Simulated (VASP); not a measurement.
# ScAl3 (Immm) in VASP: single point with PBE

Aim: the single point of ScAl3 with PBE.

Everything below comes from runs of VASP 6.6.1. Logs are shortened: lines on timing, memory, paths and dates and some standing lists are left out, and cuts for length are marked.

## Step 1: The cell of the first run

Symmetry: Immm, No. 71, orthorhombic system. The conventional cell has a = 3.196 Å, b = 4.520 Å, c = 9.041 Å, α = 90.00°, β = 90.00°, γ = 90.00°. Sc (site symmetry mmm) has 12 Al at 2.77 to 3.20 Å and 2 Sc at 3.20 Å within 3.6 Å. Within 3.6 Å of Al (site symmetry mmm) lie 4 Sc at 2.77 Å and 10 Al at 2.77 to 3.20 Å. Within 3.6 Å of Al (site symmetry mm2) lie 10 Al at 2.77 to 3.20 Å and 4 Sc at 2.77 to 3.20 Å.

## Step 2: Single point, PBE

INCAR

```
  ALGO = Normal
  EDIFF = 1E-6
  ENCUT = 520
  GGA = PE
  ISIF = 2
  ISMEAR = 0
  LASPH = True
  LCHARG = True
  LELF = True
  LREAL = False
  LVHAR = True
  LWAVE = False
  NBANDS = 18
  NELM = 80
  PREC = Accurate
  SIGMA = 0.1
```

KPOINTS

```
k-points
0
Gamma
  6 6 6
```

POSCAR

```
ScAl3
1.0
   -1.5981996100      2.2601955600      4.5203911200
    1.5981996100     -2.2601955600      4.5203911200
    1.5981996100      2.2601955600     -4.5203911200
Sc Al
1 3
Direct
    0.0000000000      0.0000000000      0.0000000000
    0.5000000000      0.5000000000      0.0000000000
    0.7500000000      0.2500000000      0.5000000000
    0.2500000000      0.7500000000      0.5000000000
```

Potentials or basis: VASP PAW PBE potentials, release 64 (Sc_sv, Al).

Run with:

```console
$ cat potpaw_PBE.64/Sc_sv/POTCAR potpaw_PBE.64/Al/POTCAR > POTCAR
$ mpirun -np 1 vasp_std > vasp.out
```

OUTCAR:

```text
EDIFF = 1E-6
   ENCUT = 520
   GGA = PE
   ISIF = 2
   ISMEAR = 0
   LASPH = True
   LREAL = False
   NELM = 80
   PREC = Accurate

 ion  position               nearest neighbor table
   1  0.000  0.000  0.000-   4 2.77   2 2.77   3 2.77   4 2.77   2 2.77   3 2.77   2 2.77   2 2.77
                             3 3.20   4 3.20   4 3.20   3 3.20
   2  0.500  0.500  0.000-   3 2.77   1 2.77   4 2.77   3 2.77   1 2.77   4 2.77   1 2.77   1 2.77
                             3 3.20   4 3.20   3 3.20   4 3.20
   3  0.750  0.250  0.500-   1 2.77   4 2.77   2 2.77   1 2.77   4 2.77   2 2.77   4 2.77   4 2.77
                             1 3.20   2 3.20   1 3.20   2 3.20
   4  0.250  0.750  0.500-   2 2.77   3 2.77   1 2.77   2 2.77   3 2.77   1 2.77   3 2.77   3 2.77
                             1 3.20   2 3.20   2 3.20   1 3.20

  LATTYP: Found a body centered orthorhombic cell.
 ALAT       =     3.1963992200
 B/A-ratio  =     1.4142135600
 C/A-ratio  =     2.8284271199

  Lattice vectors:

 A1 = (  -1.5981996100,   2.2601955600,   4.5203911200)
 A2 = (   1.5981996100,  -2.2601955600,   4.5203911200)
 A3 = (   1.5981996100,   2.2601955600,  -4.5203911200)

Analysis of symmetry for initial positions (statically):
=====================================================================
 Subroutine PRICEL returns:
 Original cell was already a primitive cell.

 Routine SETGRP: Setting up the symmetry group for a
 body centered orthorhombic supercell.

 Subroutine GETGRP returns: Found  8 space group operations
 (whereof  8 operations were pure point group operations)
 out of a pool of  8 trial point group operations.

The static configuration has the point symmetry D_2h.

Analysis of symmetry for dynamics (positions and initial velocities):
=====================================================================
 Subroutine PRICEL returns:
 Original cell was already a primitive cell.

 Routine SETGRP: Setting up the symmetry group for a
 body centered orthorhombic supercell.

 Subroutine GETGRP returns: Found  8 space group operations
 (whereof  8 operations were pure point group operations)
 out of a pool of  8 trial point group operations.

The dynamic configuration has the point symmetry D_2h.

 Subroutine INISYM returns: Found  8 space group operations
 (whereof  8 operations are pure point group operations),
 and found     1 'primitive' translations

----------------------------------------------------------------------------------------

                                     Primitive cell

  volume of cell :      65.3150

  direct lattice vectors                    reciprocal lattice vectors
    -1.598199610  2.260195560  4.520391120     0.000000000  0.221219796  0.110609898
     1.598199610 -2.260195560  4.520391120     0.312852035  0.000000000  0.110609898
     1.598199610  2.260195560 -4.520391120     0.312852035  0.221219796  0.000000000

  length of vectors
     5.300628438  5.300628438  5.300628438     0.247331251  0.331829693  0.383163925

  position of ions in fractional coordinates (direct lattice)
     0.000000000  0.000000000  0.000000000
     0.500000000  0.500000000  0.000000000
     0.750000000  0.250000000  0.500000000
     0.250000000  0.750000000  0.500000000

  ion indices of the primitive-cell ions
   primitive index   ion index
                 1           1
                 2           2
                 3           3
                 4           4

----------------------------------------------------------------------------------------

 KPOINTS: k-points

Automatic generation of k-mesh.
 Grid dimensions read from file:
 generate k-points for:    6    6    6

 Generating k-lattice:

  Cartesian coordinates                     Fractional coordinates (reciprocal lattice)
     0.000000000  0.036869966  0.018434983     0.166666667  0.000000000  0.000000000
     0.052142006  0.000000000  0.018434983    -0.000000000  0.166666667  0.000000000
     0.052142006  0.036869966  0.000000000    -0.000000000  0.000000000  0.166666667

  Length of vectors
     0.041221875  0.055304949  0.063860654

  Shift w.r.t. Gamma in fractional coordinates (k-lattice)
     0.000000000  0.000000000  0.000000000

 Subroutine IBZKPT returns following result:
 ===========================================

 Found     46 irreducible k-points:

 Following reciprocal coordinates:
            Coordinates               Weight
  0.000000  0.000000  0.000000      1.000000
  0.166667  0.000000  0.000000      4.000000
  0.333333  0.000000  0.000000      4.000000
  0.500000  0.000000  0.000000      2.000000
 -0.000000  0.166667  0.000000      4.000000
  0.166667  0.166667 -0.000000      8.000000
[... 16 lines left out ...]
 -0.166667  0.166667  0.166667      2.000000
  0.166667  0.333333  0.166667      4.000000
 [... further k-points ...]
   k-points           NKPTS =     46   k-points in BZ     NKDIM =     46   number of bands    NBANDS=     18
   number of dos      NEDOS =    301   number of ions     NIONS =      4
   total plane-waves  NPLWV =  64000
   dimension x,y,z NGX =    40 NGY =   40 NGZ =   40
   dimension x,y,z NGXF=    80 NGYF=   80 NGZF=   80
   ions per type =               1   3
   NGX,Y,Z   is equivalent  to a cutoff of  12.55, 12.55, 12.55 a.u.
   NGXF,Y,Z  is equivalent  to a cutoff of  25.09, 25.09, 25.09 a.u.
 SYSTEM =  unknown system
   PREC   = accura    normal or accurate (medium, high low for compatibility)
   ISTART =      0    job   : 0-new  1-cont  2-samecut
   ICHARG =      2    charge: 1-file 2-atom 10-const
   ISPIN  =      1    spin polarized calculation?
   LNONCOLLINEAR =      F non collinear calculations
   LSORBIT =      F    spin-orbit coupling
   LASPH  =      T    aspherical Exc in radial PAW
   ENCUT  =  520.0 eV  38.22 Ry    6.18 a.u.   9.86  9.86  9.86*2*pi/ulx,y,z
   NELM   =     80;   NELMIN=  2; NELMDL= -5     # of ELM steps
   EDIFF  = 0.1E-05   stopping-criterion for ELM
   LREAL  =      F    real-space projection
   EDIFFG = 0.1E-04   stopping-criterion for IOM
   NSW    =      0    number of steps for IOM
   IBRION =     -1    ionic relax: 0-MD 1-quasi-New 2-CG
   NFREE  =      0    steps in history (QN), initial steepest desc. (CG)
   ISIF   =      2    stress and relaxation
   ISYM   =      2    0-nonsym 1-usesym 2-fastsym
   POTIM  = 0.5000    time-step for ionic-motion
   TEBEG  =    0.0;   TEEND  =   0.0 temperature during run
   PSTRESS=    0.0 pullay stress
   NELECT =      20.0000    total number of electrons
   NUPDOWN=      -1.0000    fix difference up-down
   EMIN   =  10.00;   EMAX   =-10.00  energy-range for DOS
   EFERMI =   0.00;   METHOD = LEGACY
   ISMEAR =     0;   SIGMA  =   0.10  broadening in eV -4-tet -1-fermi 0-gaus
   EFERMI_NEDOS =   21; number of points for ismear=-14 and -15
   IALGO  =     38    algorithm
   IMIX   =      4    mixing-type and parameters
     AMIX     =   0.40;   BMIX     =  1.00
     AMIX_MAG =   1.60;   BMIX_MAG =  1.00
  volume/ion in A,a.u.               =      16.33       110.19
  Fermi-wavevector in a.u.,A,eV,Ry     =   1.103436  2.085192 16.566059  1.217571
  Thomas-Fermi vector in A             =   2.239894
   LORBIT       =      0    0 simple, 1 ext, 2 COOP (PROOUT), +10 PAW based schemes
   GGA     = PE    functional components
   LHFCALC =     F    Hartree Fock is set to
   AEXX    =    0.0000 exact exchange contribution
   IVDW    =     0    specifies the selected vdW correction
   LEPSILON=     F    determine dielectric tensor
   LRPA    =     F    only Hartree local field effects (RPA)
 non-spin polarized calculation
 Gauss-broadening in eV      SIGMA  =   0.10
  energy-cutoff  :      520.00
  volume of cell :       65.32
 maximum number of plane-waves:      1774
   NGX = 19   NGY = 19   NGZ = 19

 number of electron      20.0000001 magnetization

 Free energy of the ion-electron system (eV)
  ---------------------------------------------------
  ext. energy  EPLUGINS =         0.00000000
  ---------------------------------------------------
  free energy    TOTEN  =       -18.15202341 eV

  energy without entropy =      -18.13920349  energy(sigma->0) =      -18.14561345

 E-fermi :   7.4153     XC(G=0): -10.5999

 val. band max:        7.4039084541   @ k =   0.5000   0.0000   0.0000
 cond. band min:       7.4220392319   @ k =  -0.1667  -0.1667   0.1667
 fundamental gap:      0.0181307777
 Fermi energy:         7.4153167539

 k-point     1 :       0.0000    0.0000    0.0000
  band No.  band energies     occupation
      1     -41.0853      2.00000
      2     -19.9092      2.00000
      3     -19.7949      2.00000
      4     -19.6059      2.00000
      5      -2.6311      2.00000
      6       3.6978      2.00000
[... 10 lines left out ...]
     17      12.8853      0.00000
     18      13.3260      0.00000

 k-point     2 :       0.1667    0.0000    0.0000
  band No.  band energies     occupation
      1     -41.0852      2.00000
      2     -19.9131      2.00000
      3     -19.7954      2.00000
      4     -19.6058      2.00000
      5      -2.3718      2.00000
      6       2.6432      2.00000
[... 10 lines left out ...]
     17      13.3016      0.00000
     18      13.7232      0.00000

 k-point     3 :       0.3333    0.0000    0.0000
  band No.  band energies     occupation
      1     -41.0850      2.00000
      2     -19.9207      2.00000
      3     -19.7963      2.00000
      4     -19.6058      2.00000
      5      -1.6244      2.00000
      6       1.0919      2.00000
[... 10 lines left out ...]
     17      13.6893      0.00000
     18      14.2377      0.00000

 k-point     4 :       0.5000    0.0000    0.0000
  band No.  band energies     occupation
      1     -41.0849      2.00000
      2     -19.9245      2.00000
      3     -19.7967      2.00000
      4     -19.6057      2.00000
      5      -0.6919      2.00000
      6      -0.1324      2.00000
[... 375 lines left out ...]
      4     -19.7673      2.00000
      5       0.6942      2.00000
      6       1.4695      2.00000
[... 10 lines left out ...]
     17      13.0096      0.00000
     18      13.5122      0.00000

 k-point    23 :      -0.1667    0.1667    0.1667
  band No.  band energies     occupation
      1     -41.0639      2.00000
      2     -19.8821      2.00000
      3     -19.8309      2.00000
      4     -19.7670      2.00000
      5      -0.9880      2.00000
      6       4.1046      2.00000
[... 10 lines left out ...]
     17      12.3286      0.00000
     18      12.7758      0.00000

 k-point    24 :       0.1667    0.3333    0.1667
  band No.  band energies     occupation
      1     -41.0565      2.00000
      2     -19.9020      2.00000
      3     -19.8804      2.00000
      4     -19.7577      2.00000
      5       1.8113      2.00000
      6       2.0716      2.00000
[... 10 lines left out ...]
     17      12.6623      0.00000
     18      12.8523      0.00000

 [... further k-points ...]

------------------------ aborting loop because EDIFF is reached ----------------------------------------

  FORCE on cell =-STRESS in cart. coord.  units (eV):
  Direction    XX          YY          ZZ          XY          YZ          ZX
  --------------------------------------------------------------------------------------
  -------------------------------------------------------------------------------------
  Total        5.3311046      1.2498694      5.6368290      0.0000000      0.0000000      0.0000000
  in kB      130.7719926     30.6592966    138.2714121      0.0000000      0.0000000      0.0000000
  external PRESSURE =      99.9009004 kB  Pullay stress =       0.0000000 kB

 VOLUME and BASIS-vectors are now :
 -----------------------------------------------------------------------------
  energy-cutoff  :      520.00
  volume of cell :       65.32
      direct lattice vectors                 reciprocal lattice vectors
    -1.598199610  2.260195560  4.520391120     0.000000000  0.221219796  0.110609898
     1.598199610 -2.260195560  4.520391120     0.312852035  0.000000000  0.110609898
     1.598199610  2.260195560 -4.520391120     0.312852035  0.221219796  0.000000000

 POSITION                                       TOTAL-FORCE (eV/Angst)
 -----------------------------------------------------------------------------------
      0.00000      0.00000      0.00000        -0.000000      0.000000     -0.000000
      0.00000      0.00000      4.52039        -0.000000      0.000000     -0.000000
      0.00000      2.26020      2.26020        -0.000000      0.000000     -0.345099
      1.59820     -0.00000      2.26020         0.000000     -0.000000      0.345099
 -----------------------------------------------------------------------------------
    total drift:                               -0.000000     -0.000000      0.000000

  FREE ENERGIE OF THE ION-ELECTRON SYSTEM (eV)
  ---------------------------------------------------
  free  energy   TOTEN  =       -18.1520234128 eV

  energy  without entropy=      -18.1392034876  energy(sigma->0) =      -18.14561345
```

It took 80 s on 1 thread of Intel Xeon Platinum 8375C at 2.90GHz (Ice Lake), shared host; peak memory 0.25 GiB.

What came out:

- Free energy: -18.1520 eV
- Pressure: 10.0 GPa
- Largest force: 0.345 eV/Å
- Band gap on the k mesh: zero (band 10 reaches 8.61 eV, above the bottom of band 11 at 6.34 eV)

Forces in eV/Å, atoms in the order of the input:
```
Sc   0.000  0.000  0.000
Al   0.000  0.000  0.000
Al   0.000  0.000 -0.345
Al   0.000  0.000  0.345
```

Caveat: the k points lie up to 0.40 Å⁻¹ apart.
